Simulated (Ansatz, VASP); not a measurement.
# One calculation of AlGa5As6, two programs

```
Al Ga As
1.0
     4.08636   -0.00003    0.00042
    -0.00003    4.08766   -0.00028
    -0.00374    0.00212   17.01029
Al Ga As
1 5 6
Direct
  0.99979 0.99981 0.49999
  0.00024 0.00001 0.83318
  0.49954 0.50011 0.99999
  0.00026 0.00018 0.16681
  0.49959 0.49987 0.33362
  0.50055 0.50000 0.66635
  0.50018 0.00009 0.91658
  0.99957 0.50014 0.08344
  0.50021 0.99992 0.25023
  0.99965 0.49982 0.41753
  0.49988 0.00001 0.58248
  0.00053 0.50004 0.74979
```

Change from the starting cell: cell x1, atoms moved at random (sigma 0.1 Å) and cell strained at random (1.5 %), then relaxed without symmetry.

Alike in both runs: functional PBE; k mesh 4 × 4 × 1; occupations gaussian, width 0.1 eV; no spin polarisation.

Ansatz relaxed the structure, and its values are those at the end. VASP's run is a single point on that final structure, the one shown.

```csv
,VASP,Ansatz
version,VASP 6.6.1,Ansatz 0.2.0
potentials or method,"VASP PAW PBE potentials, release 64 (Al, Ga_d, As), cutoff 520 eV","scalar-relativistic, plane waves, PAW"
valence electrons in the cell,98,158
```

VASP gave:

| Item | Value |
| --- | --- |
| gap on the k mesh at the Fermi level (eV) | 0.35 |
| least direct gap on the mesh (eV) | 0.35 |
| pressure (GPa) | 0.2 |

Question: What did Ansatz give for the same quantities?

Answer: gap on the k mesh at the Fermi level (eV): 0.35; least direct gap on the mesh (eV): 0.35; pressure (GPa): 0.0.

VASP's potentials hold 98 valence electrons a cell and Ansatz's 158, so a difference there can come from the potentials and not from the codes.
